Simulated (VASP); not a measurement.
Here is a VASP 6.6.1 calculation.

File POSCAR:

```
As
1.0
    4.5272738725      0.0000000000      0.0000000000
   -2.2636369363      3.9207341835      0.0000000000
    0.0000000000      0.0000000000      2.9402167543
As
2
Direct
    0.3333333333      0.6666666667      0.0000000000
    0.6666666667      0.3333333333      0.0000000000
```

Contents of INCAR.step1:

```
  ALGO = Normal
  EDIFF = 1E-5
  ENCUT = 520
  GGA = PE
  ISIF = 2
  ISMEAR = -1
  LASPH = True
  LREAL = False
  LWAVE = True
  NBANDS = 12
  NELM = 100
  PREC = Accurate
  SIGMA = 0.05
```

The input INCAR.step2:

```
  AEXX = 0.2
  AGGAC = 0.81
  AGGAX = 0.72
  ALDAC = 0.19
  ALGO = Normal
  EDIFF = 1E-6
  ENCUT = 520
  GGA = B3
  ISIF = 2
  ISMEAR = -1
  ISTART = 1
  LASPH = True
  LCHARG = True
  LELF = True
  LHFCALC = True
  LREAL = False
  LVHAR = True
  LWAVE = False
  NBANDS = 12
  NELM = 100
  PREC = Accurate
  PRECFOCK = Normal
  SIGMA = 0.05
```

Contents of KPOINTS:

```
k-points
0
Gamma
  4 4 5
```

Potentials or basis: VASP PAW PBE potentials, release 64 (As).

The run is started by

```sh
$ cat potpaw_PBE.64/As/POTCAR > POTCAR
$ cp INCAR.step1 INCAR
$ mpirun -np 1 vasp_std > vasp.out
$ cp INCAR.step2 INCAR
$ mpirun -np 1 vasp_std > vasp.out
```

Task: Estimate the pressure.

Result: -0.1 GPa.

Task: Predict the band gap on the k mesh.

Result: Zero (bands 5 and 6 overlap by 4.86 eV).

Caveat: the k points lie up to 0.43 Å⁻¹ apart, too coarse for converged energies and pressures of a metal; the PAW data sets were made with another functional, which shifts forces and pressure a little.
